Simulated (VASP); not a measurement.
# Nb3N in VASP: a series of runs, part 2 of 2

VASP 6.6.1.

### 3 Single point, PBE

INCAR reads:

```
ALGO     = Normal         # electronic algorithm
DIPOL    = 0.5 0.5 0.358
EDIFF    = 1E-6           # SCF threshold, eV
ENCUT    = 520            # plane-wave cutoff, eV
GGA      = PE             # functional
IDIPOL   = 3            
ISIF     = 2              # what is computed and relaxed
ISMEAR   = 0              # smearing method
LASPH    = True           # aspherical terms in the spheres
LCHARG   = False          # write CHGCAR
LDIPOL   = True         
LREAL    = False          # projectors in reciprocal space
LWAVE    = False          # write WAVECAR
NBANDS   = 30             # bands
NELM     = 100            # most SCF steps
PREC     = Accurate       # precision mode
SIGMA    = 0.1            # smearing width, eV
```

KPOINTS reads:

```
k-points
0
Gamma
  9 9 1
```

POSCAR reads:

```
Nb3N
1.0
    2.9829001615      0.0000000000      0.0000000000
    0.0000000000      2.9829001615      0.0000000000
    0.0000000000      0.0000000000     19.7446861459
Nb N
3 1
Direct
    0.5000000000      0.5000000000      0.2025861526
    0.0000000000      0.0000000000      0.3100743693
    0.5000000000      0.5000000000      0.4175648114
    0.5000000000      0.6666666667      0.4999447633
```

Potentials or basis: VASP PAW PBE potentials, release 64 (Nb_sv, N).

Launch:

```console
$ cat potpaw_PBE.64/Nb_sv/POTCAR potpaw_PBE.64/N/POTCAR > POTCAR
$ mpirun -np 1 vasp_std > vasp.out
```

OUTCAR:

```text
EDIFF = 1E-6
   ENCUT = 520
   GGA = PE
   ISIF = 2
   ISMEAR = 0
   LASPH = True
   LREAL = False
   NELM = 100
   PREC = Accurate

 ion  position               nearest neighbor table
   1  0.500  0.500  0.203-   2 2.99   2 2.99   2 2.99   2 2.99
   2  0.000  0.000  0.310-   1 2.99   1 2.99   1 2.99   1 2.99   3 2.99   3 2.99   3 2.99   3 2.99

   3  0.500  0.500  0.418-   4 1.70   2 2.99   2 2.99   2 2.99   2 2.99
   4  0.500  0.667  0.500-   3 1.70

  LATTYP: Found a simple tetragonal cell.
 ALAT       =     2.9829001615
 C/A-ratio  =     6.6192916547

  Lattice vectors:

 A1 = (   2.9829001615,   0.0000000000,   0.0000000000)
 A2 = (   0.0000000000,   2.9829001615,   0.0000000000)
 A3 = (   0.0000000000,   0.0000000000,  19.7446861459)

Analysis of symmetry for initial positions (statically):
=====================================================================
 Subroutine PRICEL returns:
 Original cell was already a primitive cell.

 Routine SETGRP: Setting up the symmetry group for a
 simple tetragonal supercell.

 Subroutine GETGRP returns: Found  2 space group operations
 (whereof  2 operations were pure point group operations)
 out of a pool of 16 trial point group operations.

The static configuration has the point symmetry C_1h.

Analysis of symmetry for dynamics (positions and initial velocities):
=====================================================================
 Subroutine PRICEL returns:
 Original cell was already a primitive cell.

 Routine SETGRP: Setting up the symmetry group for a
 simple tetragonal supercell.

 Subroutine GETGRP returns: Found  2 space group operations
 (whereof  2 operations were pure point group operations)
 out of a pool of 16 trial point group operations.

The dynamic configuration has the point symmetry C_1h.

 Subroutine INISYM returns: Found  2 space group operations
 (whereof  2 operations are pure point group operations),
 and found     1 'primitive' translations

----------------------------------------------------------------------------------------

                                     Primitive cell

  volume of cell :     175.6822

  direct lattice vectors                    reciprocal lattice vectors
     2.982900161  0.000000000  0.000000000     0.335244207  0.000000000  0.000000000
     0.000000000  2.982900161  0.000000000     0.000000000  0.335244207  0.000000000
     0.000000000  0.000000000 19.744686146     0.000000000  0.000000000  0.050646538

  length of vectors
     2.982900161  2.982900161 19.744686146     0.335244207  0.335244207  0.050646538

  position of ions in fractional coordinates (direct lattice)
     0.500000000  0.500000000  0.202586153
     0.000000000  0.000000000  0.310074369
     0.500000000  0.500000000  0.417564811
     0.500000000  0.666666667  0.499944763

  ion indices of the primitive-cell ions
   primitive index   ion index
                 1           1
                 2           2
                 3           3
                 4           4

----------------------------------------------------------------------------------------

[... 30 lines left out ...]
  0.000000  0.222222  0.000000      2.000000
  0.333333  0.000000  0.000000      2.000000
[... 16 lines left out ...]
  0.444444  0.333333  0.000000      4.000000
 -0.333333  0.444444  0.000000      4.000000
   k-points           NKPTS =     25   k-points in BZ     NKDIM =     25   number of bands    NBANDS=     30
   number of dos      NEDOS =    301   number of ions     NIONS =      4
   total plane-waves  NPLWV =  86400
   dimension x,y,z NGX =    24 NGY =   24 NGZ =  150
   dimension x,y,z NGXF=    48 NGYF=   48 NGZF=  300
   ions per type =               3   1
   NGX,Y,Z   is equivalent  to a cutoff of  13.38, 13.38, 12.63 a.u.
   NGXF,Y,Z  is equivalent  to a cutoff of  26.75, 26.75, 25.26 a.u.
 SYSTEM =  unknown system
   PREC   = accura    normal or accurate (medium, high low for compatibility)
   ISTART =      0    job   : 0-new  1-cont  2-samecut
   ICHARG =      2    charge: 1-file 2-atom 10-const
   ISPIN  =      1    spin polarized calculation?
   LNONCOLLINEAR =      F non collinear calculations
   LSORBIT =      F    spin-orbit coupling
   LASPH  =      T    aspherical Exc in radial PAW
   ENCUT  =  520.0 eV  38.22 Ry    6.18 a.u.   5.55  5.55 36.71*2*pi/ulx,y,z
   NELM   =    100;   NELMIN=  2; NELMDL= -5     # of ELM steps
   EDIFF  = 0.1E-05   stopping-criterion for ELM
   LREAL  =      F    real-space projection
   EDIFFG = 0.1E-04   stopping-criterion for IOM
   NSW    =      0    number of steps for IOM
   IBRION =     -1    ionic relax: 0-MD 1-quasi-New 2-CG
   NFREE  =      0    steps in history (QN), initial steepest desc. (CG)
   ISIF   =      2    stress and relaxation
   ISYM   =      2    0-nonsym 1-usesym 2-fastsym
   POTIM  = 0.5000    time-step for ionic-motion
   TEBEG  =    0.0;   TEEND  =   0.0 temperature during run
   PSTRESS=    0.0 pullay stress
   NELECT =      44.0000    total number of electrons
   NUPDOWN=      -1.0000    fix difference up-down
   EMIN   =  10.00;   EMAX   =-10.00  energy-range for DOS
   EFERMI =   0.00;   METHOD = LEGACY
   ISMEAR =     0;   SIGMA  =   0.10  broadening in eV -4-tet -1-fermi 0-gaus
   EFERMI_NEDOS =   21; number of points for ismear=-14 and -15
   IALGO  =     38    algorithm
   IMIX   =      4    mixing-type and parameters
     AMIX     =   0.40;   BMIX     =  1.00
     AMIX_MAG =   1.60;   BMIX_MAG =  1.00
  volume/ion in A,a.u.               =      43.92       296.39
  Fermi-wavevector in a.u.,A,eV,Ry     =   1.031929  1.950063 14.488538  1.064878
  Thomas-Fermi vector in A             =   2.166102
   LORBIT       =      0    0 simple, 1 ext, 2 COOP (PROOUT), +10 PAW based schemes
   GGA     = PE    functional components
   LHFCALC =     F    Hartree Fock is set to
   AEXX    =    0.0000 exact exchange contribution
   IVDW    =     0    specifies the selected vdW correction
   LEPSILON=     F    determine dielectric tensor
   LRPA    =     F    only Hartree local field effects (RPA)
 non-spin polarized calculation
 Gauss-broadening in eV      SIGMA  =   0.10
  energy-cutoff  :      520.00
  volume of cell :      175.68
 maximum number of plane-waves:      4765
 NGX is ok and might be reduce to    24
   NGX = 11   NGY = 11   NGZ = 73

 dipolmoment           0.000000      0.000000     -0.048163 electrons x Angstroem

 number of electron      44.0000004 magnetization

 dipolmoment           0.000000      0.000000      0.178281 electrons x Angstroem

 Free energy of the ion-electron system (eV)
  ---------------------------------------------------
  ext. energy  EPLUGINS =         0.00000000
  ---------------------------------------------------
  free energy    TOTEN  =       -34.73721267 eV

  energy without entropy =      -34.70791088  energy(sigma->0) =      -34.72256178

 E-fermi :  -0.2499     XC(G=0):  -5.4598

 val. band max:       -0.2672831483   @ k =  -0.1111   0.3333   0.0000
 cond. band min:      -0.2326901755   @ k =   0.3333   0.2222   0.0000
 fundamental gap:      0.0345929728
 Fermi energy:        -0.2498837596

 k-point     1 :       0.0000    0.0000    0.0000
  band No.  band energies     occupation
      1     -55.3571      2.00000
      2     -55.0284      2.00000
      3     -54.2826      2.00000
      4     -31.6039      2.00000
      5     -31.1175      2.00000
      6     -31.0689      2.00000
[... 781 lines left out ...]
     29       4.1389      0.00000
     30       4.6992      0.00000

 [... further k-points ...]

------------------------ aborting loop because EDIFF is reached ----------------------------------------

 vacuum level on the upper side and lower side of the slab       (xc-potential included)         1.753        -1.916

  FORCE on cell =-STRESS in cart. coord.  units (eV):
  Direction    XX          YY          ZZ          XY          YZ          ZX
  --------------------------------------------------------------------------------------
  -------------------------------------------------------------------------------------
  Total       -0.9433300     -3.1676264      1.5518742      0.0000000      1.7345502      0.0000000
  in kB       -8.6029331    -28.8879599     14.1527037      0.0000000     15.8186639      0.0000000
  external PRESSURE =      -7.7793964 kB  Pullay stress =       0.0000000 kB

 VOLUME and BASIS-vectors are now :
 -----------------------------------------------------------------------------
  energy-cutoff  :      520.00
  volume of cell :      175.68
      direct lattice vectors                 reciprocal lattice vectors
     2.982900161  0.000000000  0.000000000     0.335244207  0.000000000  0.000000000
     0.000000000  2.982900161  0.000000000     0.000000000  0.335244207  0.000000000
     0.000000000  0.000000000 19.744686146     0.000000000  0.000000000  0.050646538

 POSITION                                       TOTAL-FORCE (eV/Angst)
 -----------------------------------------------------------------------------------
      1.49145      1.49145      4.00000         0.000000      0.055858      0.190195
      0.00000      0.00000      6.12232         0.000000      0.099938     -1.047296
      1.49145      1.49145      8.24469         0.000000     -1.500538      0.745502
      1.49145      1.98860      9.87125         0.000000      1.344742      0.111600
 -----------------------------------------------------------------------------------
    total drift:                                0.000000     -0.000123     -0.000095

  FREE ENERGIE OF THE ION-ELECTRON SYSTEM (eV)
  ---------------------------------------------------
  free  energy   TOTEN  =       -34.7372126670 eV

  energy  without entropy=      -34.7079108842  energy(sigma->0) =      -34.72256178

 vacuum level on the upper side and lower side of the slab         7.699         3.915
```

Wall time 2.8 min (1 thread of Intel Xeon Platinum 8559C (Emerald Rapids), shared host); peak memory 0.32 GiB.

Results:

| Item | Value |
| --- | --- |
| Free energy | -34.7372 eV |
| Largest force | 1.676 eV/Å |
| Band gap on the k mesh | zero (bands 22 and 23 overlap by 0.35 eV) |

Forces in eV/Å, atoms in the order of the input:
```
Nb   0.000  0.056  0.190
Nb   0.000  0.100 -1.047
Nb   0.000 -1.501  0.746
N    0.000  1.345  0.112
```

Levels at points of the mesh, in eV from the Fermi level:
| k point | band 19 | band 20 | band 21 | band 22 | band 23 | band 24 | band 25 | band 26 |
| --- | --- | --- | --- | --- | --- | --- | --- | --- |
| (0.00, 0.00, 0.00) | -1.38 | -0.87 | -0.74 | -0.17 | 0.25 | 0.88 | 0.94 | 1.71 |

### 4 Single point, PBE

INCAR reads:

```
SYSTEM = Nb3N
ALGO = Normal
DIPOL = 0.5 0.5 0.345
EDIFF = 1E-7
ENCUT = 520
GGA = PE
IDIPOL = 3
ISIF = 2
ISMEAR = 0
LASPH = .TRUE.
LCHARG = .FALSE.
LDIPOL = .TRUE.
LREAL = .FALSE.
LWAVE = .FALSE.
NBANDS = 30
NELM = 80
PREC = Accurate
SIGMA = 0.1
```

KPOINTS reads:

```
k-points
0
G
  9 9 1
  0 0 0
```

POSCAR, as its differences from that of step 3:

```diff
@@ -11,2 +11,2 @@
     0.5000000000      0.5000000000      0.4175648114
-    0.5000000000      0.6666666667      0.4999447633
+    0.8333333333      1.0000000000      0.4484901683
```

Launch:

```console
$ cat potpaw_PBE.64/Nb_sv/POTCAR potpaw_PBE.64/N/POTCAR > POTCAR
$ mpirun -np 1 vasp_std > vasp.out
```

Wall time 2.9 min (1 thread of Intel Xeon Platinum 8559C (Emerald Rapids), shared host); peak memory 0.33 GiB.

Results (log left out):

```yaml
Free_energy: -37.8369 eV
Largest_force: 3.470 eV/Å
Band_gap_on_the_k_mesh: zero (bands 22 and 23 overlap by 0.22 eV)
```

Forces on the atoms (eV/Å):
```
Nb  -0.047  0.000  0.419
Nb  -0.188  0.000 -1.048
Nb  -3.235  0.000  0.649
N    3.470  0.000 -0.020
```

Levels at points of the mesh, in eV from the Fermi level:
```
           k point  band 20  band 21  band 22  band 23  band 24  band 25
(0.00, 0.00, 0.00)    -1.15    -0.48     0.18     0.48     0.73     1.17
```

### 5 The runs side by side

```tsv
cell	gap on the mesh (eV)	largest force (eV/Å)
as given, atomic positions A	none	2.87
as given, atomic positions B	none	1.68
as given, atomic positions C	none	3.47
```

Alike in all rows: task single point; level PBE; potentials or basis VASP PAW PBE potentials, release 64 (Nb_sv, N); no spin polarisation; k mesh 9 × 9 × 1; cutoff (eV) 520; smearing gaussian 0.1 eV.

Total energies depend on the potentials used, so only differences within one code and one set of settings carry meaning.

The gap in the log of VASP goes by the Fermi energy; the results here count the filled bands.